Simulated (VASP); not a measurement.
**Co: single point with PBE**

Crystal: Co.

```
CELL_PARAMETERS angstrom
2.47200 0.00000 0.00000
-1.23600 2.14081 0.00000
0.00000 0.00000 4.02114
ATOMIC_POSITIONS crystal
Co 0.66667 0.33333 0.75000
Co 0.33333 0.66667 0.25000
```

- Program: VASP 6.6.1
- Task: single point
- Functional: PBE
- Potentials or basis: VASP PAW PBE potentials, release 64 (Co_sv)
- Cutoff: 690 eV
- k mesh: 10 × 10 × 6
- Occupations: methfessel-paxton, width 0.025 eV
- Spin: collinear spin, ferromagnetic start
- Starting moments: [2.0, 2.0] μB

```
Pressure                                              : 4.2 GPa
Net moment                                            : 3.32 μB per cell
Site moments                                          : Co +1.72 μB
Valence electrons inside the program's atomic spheres : Co 15.07
```

Stress tensor (GPa, compression positive):
```
4.97 0.00 0.00
0.00 4.97 0.00
0.00 0.00 2.67
```

Levels at points of the mesh, in eV from the Fermi level:
Spin up:
| k point | band 15 | band 16 | band 17 | band 18 | band 19 | band 20 | band 21 | band 22 | band 23 | band 24 |
| --- | --- | --- | --- | --- | --- | --- | --- | --- | --- | --- |
| (0.00, 0.00, 0.00) | -2.32 | -1.93 | -1.93 | -0.82 | -0.82 | -0.23 | 6.40 | 22.08 | 24.82 | 24.82 |
| (0.50, 0.00, 0.00) | -2.23 | -0.66 | -0.59 | -0.51 | 1.34 | 3.39 | 9.74 | 10.41 | 12.81 | 14.10 |
| (0.00, 0.00, 0.50) | -2.70 | -2.70 | -1.14 | -1.14 | -1.14 | -1.14 | 15.00 | 15.00 | 22.80 | 22.80 |
| (0.50, 0.00, 0.50) | -1.07 | -1.07 | -0.57 | -0.57 | 1.57 | 1.57 | 7.40 | 7.40 | 18.54 | 18.54 |
Spin down:
```
           k point  band 11  band 12  band 13  band 14  band 15  band 16  band 17  band 18  band 19  band 20
(0.00, 0.00, 0.00)    -1.01    -0.94    -0.94    -0.57    -0.57    -0.29    -0.11    -0.11     1.13     1.13
(0.50, 0.00, 0.00)    -3.34    -1.90    -1.09    -1.06    -0.62     1.30     1.39     1.46     2.64     4.42
(0.00, 0.00, 0.50)    -1.59    -1.59    -1.00    -1.00    -1.00    -1.00     0.78     0.78     0.78     0.78
(0.50, 0.00, 0.50)    -2.43    -2.43    -0.01    -0.01     0.25     0.25     1.40     1.40     2.26     2.26
```

It took 84 s on 1 thread of Intel(R) Xeon(R) Platinum 8124M CPU @ 3.00GHz (Skylake/Cascade Lake), on a shared host, peak memory 0.21 GiB.

Caveat: the cell stands under pressure.
